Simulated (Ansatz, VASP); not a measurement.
## One calculation of Al2GaAs3, two programs

```
Al Ga As
1.0
    -2.02918    2.02918    8.57913
     2.02918   -2.02918    8.57913
     2.02918    2.02918   -8.57913
Al Ga As
2 1 3
Direct
  0.83322 0.83322 0.00000
  0.16678 0.16678 0.00000
  0.50000 0.50000 0.00000
  0.41609 0.91609 0.50000
  0.08391 0.58391 0.50000
  0.75000 0.25000 0.50000
```

Alike in both runs: functional PBE; k mesh 6 × 6 × 6; occupations gaussian, width 0.1 eV; no spin polarisation.

Ansatz relaxed the structure, and its values are those at the end. VASP's run is a single point on that final structure, the one shown.

```csv
,VASP,Ansatz
version,VASP 6.6.1,Ansatz 0.2.0
potentials or method,"VASP PAW PBE potentials, release 64 (Al, Ga_d, As), cutoff 520 eV","scalar-relativistic, plane waves, PAW"
valence electrons in the cell,34,64
```

```csv
,VASP,Ansatz,Ansatz less VASP
gap on the k mesh at the Fermi level (eV),1.12,1.12,-0.002
least direct gap on the mesh (eV),1.12,1.12,-0.002
pressure (GPa),0.2,0.1,-0.16
```

VASP's potentials hold 34 valence electrons a cell and Ansatz's 64, so a difference there can come from the potentials and not from the codes.
